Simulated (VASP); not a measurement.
Here is a VASP 6.6.1 calculation.

POSCAR

```
AgBr
1.0
    0.0000000000      2.8860507273      2.8860507273
    2.8860507273      0.0000000000      2.8860507273
    2.8860507273      2.8860507273      0.0000000000
Ag Br
1 1
Direct
    0.5000000000      0.5000000000      0.5000000000
    0.0000000000      0.0000000000      0.0000000000
```

File INCAR.step1:

```
SYSTEM = AgBr
ALGO     = Normal         ! electronic algorithm
EDIFF    = 1E-5           ! SCF threshold, eV
ENCUT    = 550            ! plane-wave cutoff, eV
GGA      = PE             ! functional
GGA_COMPAT= .False.      
ISMEAR   = 0              ! smearing method
LASPH    = .True.         ! aspherical terms in the spheres
LCHARG   = .False.        ! write CHGCAR
LREAL    = .False.        ! projectors in reciprocal space
LWAVE    = .True.         ! write WAVECAR
NBANDS   = 16             ! bands
NELM     = 120            ! most SCF steps
PREC     = Accurate       ! precision mode
SIGMA    = 0.05           ! smearing width, eV
```

INCAR.step2

```
SYSTEM = AgBr
ALGO     = Normal         ! electronic algorithm
EDIFF    = 1E-6           ! SCF threshold, eV
ENCUT    = 550            ! plane-wave cutoff, eV
GGA_COMPAT= .False.      
ISIF     = 2              ! what is computed and relaxed
ISMEAR   = 0              ! smearing method
ISTART   = 1            
LASPH    = .True.         ! aspherical terms in the spheres
LCHARG   = .True.         ! write CHGCAR
LELF     = .True.         ! ELF
LMIXTAU  = .True.       
LREAL    = .False.        ! projectors in reciprocal space
LVHAR    = .True.       
LWAVE    = .False.        ! write WAVECAR
METAGGA  = R2SCAN         ! meta-GGA
NBANDS   = 16             ! bands
NELM     = 120            ! most SCF steps
PREC     = Accurate       ! precision mode
SIGMA    = 0.05           ! smearing width, eV
```

Contents of KPOINTS:

```
k-points
0
Gamma
  10 10 10
  0 0 0
```

Potentials or basis: VASP PAW PBE potentials, release 64 (Ag, Br).

The run is started by

```sh
$ cat potpaw_PBE.64/Ag/POTCAR potpaw_PBE.64/Br/POTCAR > POTCAR
$ cp INCAR.step1 INCAR
$ mpirun -np 1 vasp_std > vasp.out
$ cp INCAR.step2 INCAR
$ mpirun -np 1 vasp_std > vasp.out
```

Question: Estimate the pressure.

Answer: 0.3 GPa.

Question: What does it give for the band gap on the k mesh?

Answer: 1.25 eV, indirect (least direct gap 3.21 eV).

Caveat: the PAW data sets were made with another functional, which shifts forces and pressure a little. A k mesh can miss the band edges.
